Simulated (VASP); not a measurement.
A run of VASP 6.6.1 is set up as follows.

File INCAR:

```
SYSTEM = Nb2Br
PREC = Accurate
ENCUT = 600
EDIFF = 1E-7
ISMEAR = 0
SIGMA = 0.1
LREAL = .False.
LASPH = .True.
NELM = 100
ALGO = Normal
ISIF = 3
LWAVE = .False.
LCHARG = .False.
GGA = PE
IBRION = 2
NSW = 100
EDIFFG = -0.01
```

KPOINTS

```
Automatic mesh
0
Gamma
  10 10 16
  0 0 0
```

The input POSCAR:

```
Nb2Br
1.0
    4.5015745343      0.0000000000      0.0000000000
    0.0000000000      4.5015745343      0.0000000000
    0.0000000000      0.0000000000      2.9568348556
Nb Br
2 1
Direct
    0.5000000000      0.0000000000      0.5000000000
    0.0000000000      0.5000000000      0.5000000000
    0.0000000000      0.0000000000      0.0000000000
```

Potentials or basis: VASP PAW PBE potentials, release 64 (Nb_sv, Br).

Command:

```sh
$ cat potpaw_PBE.64/Nb_sv/POTCAR potpaw_PBE.64/Br/POTCAR > POTCAR
$ mpirun -np 1 vasp_std > vasp.out
```

Problem. Estimate the relaxed cell.

Solution. a = 4.472 Å, b = 4.472 Å, c = 2.990 Å, α = 90.00°, β = 90.00°, γ = 90.00°.

Problem. Predict the relaxed volume.

Solution. 19.93 Å³/atom.

Step by step:
| step | energy change (eV) | largest force (eV/Å) | pressure (GPa) | volume (Å³) |
| --- | --- | --- | --- | --- |
| 1 | 0.0000 | 0.0000 | 0.13 | 59.92 |
| 2 | -0.0061 | 0.0000 | -0.49 | 60.05 |
| 3 | -0.0061 | 0.0000 | -0.46 | 60.04 |
| 4 | -0.0062 | 0.0000 | 0.45 | 59.57 |
| 5 | -0.0065 | 0.0000 | 0.00 | 59.80 |

Caveat: an odd number of electrons without spin polarisation forces a metal; a magnetic or distorted state may lie lower.
